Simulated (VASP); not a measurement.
# W4S7 (a cell with a defect) in VASP: notebook, part 2 of 3

VASP 6.6.1. Earlier steps stand in the parts before.

### 3 Single point, PBE+D3(BJ)

File INCAR:

```
PREC = Accurate
ENCUT = 520
EDIFF = 1E-6
ISMEAR = 0
SIGMA = 0.05
LREAL = False
LASPH = True
NELM = 60
ALGO = Normal
ISIF = 2
LWAVE = False
LCHARG = False
GGA = PE
IVDW = 12
NELECT = 96.0
NBANDS = 60
```

File KPOINTS:

```
Automatic mesh
0
Gamma
  6 6 6
```

File POSCAR:

```
W4S7
1.0
    3.1571976361     -5.4684267153      0.0000000000
   -3.1571976361     -5.4684267153      0.0000000000
    0.0000000000     -3.6456178102     -6.0395755976
W S
4 7
Direct
    0.4993440419      0.4993440419      0.0019678744
    0.9993440419      0.4993440419      0.0019678744
    0.4993440419      0.9993440419      0.0019678744
    0.9993440419      0.9993440419      0.0019678744
    0.2961834855      0.2961834855      0.6114495435
    0.7527816500      0.2527816500      0.7416550499
    0.2527816500      0.7527816500      0.7416550499
    0.7527816500      0.7527816500      0.7416550499
    0.5791743081      0.0791743081      0.2624770757
    0.0791743081      0.5791743081      0.2624770757
    0.5791743081      0.5791743081      0.2624770757
```

Potentials or basis: VASP PAW PBE potentials, release 64 (W_sv, S).

Started as:

```console
cat potpaw_PBE.64/W_sv/POTCAR potpaw_PBE.64/S/POTCAR > POTCAR
mpirun -np 1 vasp_std > vasp.out
```

Wall time 4.6 min (1 thread of Intel Xeon 6975P-C (Granite Rapids), shared host); peak memory 0.51 GiB.

The run converged. Its results:

```yaml
Free_energy: -101.4958 eV
Largest_force: 4.067 eV/Å
Dispersion_energy_per_atom: -0.405 eV
```

Forces on the atoms (eV/Å):
```
W    0.000  0.000  0.265
W    1.913  1.104  1.255
W   -1.913  1.104  1.255
W    0.000 -2.208  1.255
S    0.000  0.000 -4.067
S    0.534  0.308 -0.182
S   -0.534  0.308 -0.182
S    0.000 -0.616 -0.182
S    0.415  0.240  0.194
S   -0.415  0.240  0.194
S    0.000 -0.479  0.194
```

Levels at points of the mesh, in eV from the Fermi level:
```tsv
k point	band 45	band 46	band 47	band 48	band 49	band 50	band 51	band 52
(0.00, 0.00, 0.00)	-0.62	-0.42	-0.33	-0.33	0.94	1.52	1.52	2.38
(0.50, 0.00, 0.00)	-0.75	-0.55	-0.48	-0.35	-0.33	1.06	1.42	1.64
(0.50, 0.50, 0.00)	-0.86	-0.76	-0.62	-0.26	0.27	1.05	1.52	1.92
(0.00, 0.00, 0.50)	-0.90	0.22	0.22	0.28	0.61	1.57	1.57	1.79
```

Caveat: the cell carries a net charge on a neutralising background, which shifts energy and pressure; the cell differs from its parent crystal (atoms taken out, atom 5 moved -0.250 of the way to it and +0.000 Å across, host rigid); the cell is charged against a uniform background, so pressure and absolute levels hang on convention; spin-orbit coupling is left out, which moves the levels of the heavy elements.

### 4 Single point, PBE+D3(BJ)

File INCAR:

```
PREC = Accurate ; ENCUT = 520
EDIFF = 1E-7 ; ISMEAR = 0
SIGMA = 0.05 ; LREAL = False
LASPH = True ; NELM = 60
ALGO = Normal ; ISIF = 2
LWAVE = False ; LCHARG = True
GGA = PE ; IVDW = 12
LELF = True ; LVHAR = True
NBANDS = 60 ; NELECT = 96.0
```

KPOINTS is that of step 3.

POSCAR, as its differences from that of step 3:

```diff
@@ -12,3 +12,3 @@
     0.9993440419      0.9993440419      0.0019678744
-    0.2961834855      0.2961834855      0.6114495435
+    0.0791743081      0.0791743081      1.2624770757
     0.7527816500      0.2527816500      0.7416550499
```

Potentials or basis: VASP PAW PBE potentials, release 64 (W_sv, S).

Started as:

```console
cat potpaw_PBE.64/W_sv/POTCAR potpaw_PBE.64/S/POTCAR > POTCAR
mpirun -np 1 vasp_std > vasp.out
```

OUTCAR:

```text
PREC = Accurate
   ENCUT = 520
   EDIFF = 1E-7
   ISMEAR = 0
   LREAL = False
   LASPH = True
   NELM = 60
   ISIF = 2
   GGA = PE
   IVDW = 12
   NELECT = 96.0
 IVDW          = 12

 ion  position               nearest neighbor table
   1  0.499  0.499  0.002-   8 2.41   7 2.41   6 2.41  11 2.41  10 2.41   9 2.41   4 3.16   4 3.16
                             3 3.16   2 3.16   2 3.16   3 3.16
   2  0.999  0.499  0.002-   7 2.41   8 2.41  10 2.41   5 2.41  11 2.41   3 3.16   3 3.16   4 3.16
                             4 3.16   1 3.16   1 3.16
   3  0.499  0.999  0.002-   6 2.41   8 2.41   9 2.41   5 2.41  11 2.41   2 3.16   2 3.16   1 3.16
                             4 3.16   1 3.16   4 3.16
   4  0.999  0.999  0.002-   6 2.41   7 2.41   5 2.41   9 2.41  10 2.41   1 3.16   1 3.16   3 3.16
                             2 3.16   2 3.16   3 3.16
   5  0.079  0.079  0.262-   4 2.41   3 2.41   2 2.41
   6  0.753  0.253  0.742-   3 2.41   1 2.41   4 2.41
   7  0.253  0.753  0.742-   2 2.41   1 2.41   4 2.41
   8  0.753  0.753  0.742-   1 2.41   2 2.41   3 2.41
   9  0.579  0.079  0.262-   3 2.41   1 2.41   4 2.41
  10  0.079  0.579  0.262-   2 2.41   1 2.41   4 2.41
  11  0.579  0.579  0.262-   1 2.41   2 2.41   3 2.41

  LATTYP: Found a trigonal (rhomboedric) cell.
 ALAT       =     7.0545731704
 COS(alpha) =     0.5994174297

  Lattice vectors:

 A1 = (  -3.1571976361,   1.8228089051,  -6.0395755976)
 A2 = (   3.1571976361,   1.8228089051,  -6.0395755976)
 A3 = (   0.0000000000,  -3.6456178102,  -6.0395755976)

Analysis of symmetry for initial positions (statically):
=====================================================================
 Subroutine PRICEL returns:
 Original cell was already a primitive cell.

 Routine SETGRP: Setting up the symmetry group for a
 trigonal (rhombohedral) supercell.

 Subroutine GETGRP returns: Found  6 space group operations
 (whereof  2 operations were pure point group operations)
 out of a pool of 12 trial point group operations.

The static configuration has the point symmetry C_1h.
[... 163 lines left out ...]
   LRPA    =     F    only Hartree local field effects (RPA)
 non-spin polarized calculation
 Gauss-broadening in eV      SIGMA  =   0.05
  energy-cutoff  :      520.00
  volume of cell :      208.55
 maximum number of plane-waves:      5644
   NGX = 23   NGY = 23   NGZ = 27

 number of electron      95.9999996 magnetization

 Free energy of the ion-electron system (eV)
  ---------------------------------------------------
  ext. energy  EPLUGINS =         0.00000000
  ---------------------------------------------------
  free energy    TOTEN  =       -99.65323079 eV

  energy without entropy =      -99.64286763  energy(sigma->0) =      -99.64804921

 E-fermi :   5.8836     XC(G=0): -10.4807

 val. band max:        5.8738873882   @ k =   0.3333  -0.0000  -0.0000
 cond. band min:       5.8888074438   @ k =   0.5000   0.1667   0.0000
 fundamental gap:      0.0149200556
 Fermi energy:         5.8835839947

 k-point     1 :       0.0000    0.0000    0.0000
  band No.  band energies     occupation
      1     -68.1474      2.00000
      2     -68.1334      2.00000
      3     -68.1334      2.00000
      4     -68.0480      2.00000
      5     -32.5375      2.00000
      6     -32.5375      2.00000
[... 1501 lines left out ...]
     59       9.6176      0.00000
     60       9.7193      0.00000

 [... further k-points ...]

------------------------ aborting loop because EDIFF is reached ----------------------------------------

 Edisp (eV)   -4.45587

 E8    (eV) :    -1.8917

  FORCE on cell =-STRESS in cart. coord.  units (eV):
  Direction    XX          YY          ZZ          XY          YZ          ZX
  --------------------------------------------------------------------------------------
  -------------------------------------------------------------------------------------
  Total     -28.28455   -28.28455   -27.04117     0.00000    -0.00000     0.00000
  in kB    -217.29980  -217.29980  -207.74732     0.00000    -0.00000     0.00000
  external pressure =     -214.12 kB  Pullay stress =        0.00 kB

 VOLUME and BASIS-vectors are now :
 -----------------------------------------------------------------------------
  energy-cutoff  :      520.00
  volume of cell :      208.55
      direct lattice vectors                 reciprocal lattice vectors
     3.157197636 -5.468426715  0.000000000     0.158368293 -0.091433977  0.055191516
    -3.157197636 -5.468426715  0.000000000    -0.158368293 -0.091433977  0.055191516
     0.000000000 -3.645617810 -6.039575598     0.000000000  0.000000000 -0.165574548

 POSITION                                       TOTAL-FORCE (eV/Angst)
 -----------------------------------------------------------------------------------
      0.00000     -5.46843     -0.01189         0.000000     -0.000000      0.213436
      1.57860     -8.20264     -0.01189         0.548372      0.316602     -0.116439
     -1.57860     -8.20264     -0.01189        -0.548372      0.316602     -0.116439
      0.00000    -10.93685     -0.01189         0.000000     -0.633205     -0.116439
      0.00000     -1.82281     -1.58525         0.000000      0.000000      0.378579
      1.57860     -8.20264     -4.47928         0.119236      0.068841     -0.046184
     -1.57860     -8.20264     -4.47928        -0.119236      0.068841     -0.046184
      0.00000    -10.93685     -4.47928         0.000000     -0.137682     -0.046184
      1.57860     -4.55702     -1.58525         0.465567      0.268795     -0.034716
     -1.57860     -4.55702     -1.58525        -0.465567      0.268795     -0.034716
      0.00000     -7.29124     -1.58525         0.000000     -0.537591     -0.034716
 -----------------------------------------------------------------------------------
    total drift:                                0.000000      0.000009      0.000064

  FREE ENERGIE OF THE ION-ELECTRON SYSTEM (eV)
  ---------------------------------------------------
  free  energy   TOTEN  =      -104.1090999916 eV

  energy  without entropy=     -104.0987368351  energy(sigma->0) =     -104.10391841
```

stdout:

```text
POSCAR found type information on POSCAR W S
 POSCAR found :  2 types and      11 ions
 scaLAPACK will be used
 LDA part: xc-table for (Slater+PW92), standard interpolation
 POSCAR, INCAR and KPOINTS ok, starting setup
 FFT: planning ... GRIDC
 FFT: planning ... GRID_SOFT
 FFT: planning ... GRID
 WAVECAR not read
 entering main loop
 the old and the new charge density differ
 old charge density:    98.00000 new   96.00000
    0.489E+01
```

Wall time 5.4 min (1 thread of Intel Xeon 6975P-C (Granite Rapids), shared host); peak memory 0.51 GiB.

What came out:

| Property | Result |
| --- | --- |
| Free energy | -104.1091 eV |
| Largest force | 0.644 eV/Å |
| Dispersion energy per atom | -0.405 eV |

Forces on the atoms (eV/Å):
```
W    0.000  0.000  0.213
W    0.548  0.317 -0.116
W   -0.548  0.317 -0.116
W    0.000 -0.633 -0.116
S    0.000  0.000  0.379
S    0.119  0.069 -0.046
S   -0.119  0.069 -0.046
S    0.000 -0.138 -0.046
S    0.466  0.269 -0.035
S   -0.466  0.269 -0.035
S    0.000 -0.538 -0.035
```

Levels at points of the mesh, in eV from the Fermi level:
```tsv
k point	band 45	band 46	band 47	band 48	band 49	band 50	band 51	band 52
(0.00, 0.00, 0.00)	-0.55	-0.49	-0.49	-0.22	0.31	1.58	1.58	3.13
(0.50, 0.00, 0.00)	-0.78	-0.61	-0.44	-0.39	-0.19	1.22	1.74	2.79
(0.50, 0.50, 0.00)	-0.91	-0.68	-0.46	-0.30	-0.11	1.14	1.84	2.50
(0.00, 0.00, 0.50)	-0.77	-0.62	-0.62	0.32	0.79	1.66	1.66	3.18
```

Caveat: the cell carries a net charge on a neutralising background, which shifts energy and pressure; the cell differs from its parent crystal (atoms taken out, atom 5 moved 1.000 of the way to it and +0.000 Å across, host rigid); the cell is charged against a uniform background, so pressure and absolute levels hang on convention; spin-orbit coupling is left out, which moves the levels of the heavy elements.

(Part 2 of 3 ends here.)
